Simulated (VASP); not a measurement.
Write the native input for VASP 6.6.1 that does the following.

* Task: single point
* Functional: PBE
* Potentials or basis: VASP PAW PBE potentials, release 64 (Bi_d, Mo_sv)
* Cutoff: 520 eV
* k mesh: 4 × 4 × 4
* Occupations: gaussian, width 0.1 eV
* Spin: collinear spin
* Starting moments: [0.0, 0.0, 0.0, 1.0] μB
* Dipole correction: no
* Further INCAR settings: ALGO = Fast; EDIFF = 1e-06; NBANDS = 42

The structure of Bi3Mo lies in POSCAR:

```
Bi3Mo
1.0
    4.7387131346      0.0000000000      0.0000000000
    0.0000000000      4.7387131346      0.0000000000
    0.0000000000      0.0000000000      4.7387131346
Bi Mo
3 1
Direct
    0.0000000000      0.5000000000      0.5000000000
    0.5000000000      0.0000000000      0.5000000000
    0.5000000000      0.5000000000      0.0000000000
    0.0000000000      0.0000000000      0.0000000000
```

The cell was built from a structure type or drawn by symmetry, and may not be a known phase.

These files were run (other wordings do the same):

INCAR

```
PREC = Accurate ; ENCUT = 520
EDIFF = 1E-6 ; ISMEAR = 0
SIGMA = 0.1 ; LREAL = False
LASPH = True ; NELM = 150
ALGO = Fast ; ISIF = 2
LWAVE = False ; LCHARG = False
ISPIN = 2 ; MAGMOM = 0 0 0 1
LORBIT = 11 ; LMAXMIX = 4
GGA = PE ; NBANDS = 42
```

KPOINTS

```
Automatic mesh
0
Gamma
  4 4 4
```

Potentials or basis: VASP PAW PBE potentials, release 64 (Bi_d, Mo_sv).

Run with:

```console
$ cat potpaw_PBE.64/Bi_d/POTCAR potpaw_PBE.64/Mo_sv/POTCAR > POTCAR
$ mpirun -np 1 vasp_std > vasp.out
```

It gave:

```yaml
Pressure: 2.8 GPa
Net_moment: 3.05 μB per cell
Site_moments: Bi -0.06; Mo +2.76 μB
Valence_electrons_inside_the_program's_atomic_spheres: Bi 12.81; Mo 12.14
```

Wall time 83 s on 1 thread of AMD EPYC 7R13 Processor (Zen 3), on a shared host, peak memory 0.24 GiB.
